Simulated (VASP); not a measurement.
A run of VASP 6.6.1:

POSCAR

```
Zn
1.0
   -1.5585062330      1.5585062330      1.5585062330
    1.5585062330     -1.5585062330      1.5585062330
    1.5585062330      1.5585062330     -1.5585062330
Zn
1
Direct
    0.0000000000      0.0000000000      0.0000000000
```

The input INCAR.step1:

```
SYSTEM = Zn
ALGO = Normal
EDIFF = 1E-4
ENCUT = 520
GGA = PE
ISMEAR = -1
LASPH = .True.
LCHARG = .False.
LREAL = .False.
LWAVE = .True.
NBANDS = 12
NELM = 100
PREC = Accurate
SIGMA = 0.05
```

INCAR.step2

```
SYSTEM = Zn
ALGO = Normal
EDIFF = 1E-6
ENCUT = 520
ISIF = 2
ISMEAR = -1
ISTART = 1
LASPH = .True.
LCHARG = .False.
LMIXTAU = .True.
LREAL = .False.
LWAVE = .False.
METAGGA = R2SCAN
NBANDS = 12
NELM = 100
PREC = Accurate
SIGMA = 0.05
```

Contents of KPOINTS:

```
k-points
0
Gamma
  12 12 12
  0 0 0
```

Potentials or basis: VASP PAW PBE potentials, release 64 (Zn).

Command:

```bash
$ cat potpaw_PBE.64/Zn/POTCAR > POTCAR
$ cp INCAR.step1 INCAR
$ mpirun -np 1 vasp_std > vasp.out
$ cp INCAR.step2 INCAR
$ mpirun -np 1 vasp_std > vasp.out
```

Hardware: 1 thread of AMD EPYC 7R43 64-Core Processor (Zen 3), on a shared host.

Question: How long does it take, and how much memory?

Answer: Wall time 44 s on 1 thread of AMD EPYC 7R43 64-Core Processor (Zen 3), on a shared host, peak memory 0.1 GiB. Counts: k points 72.
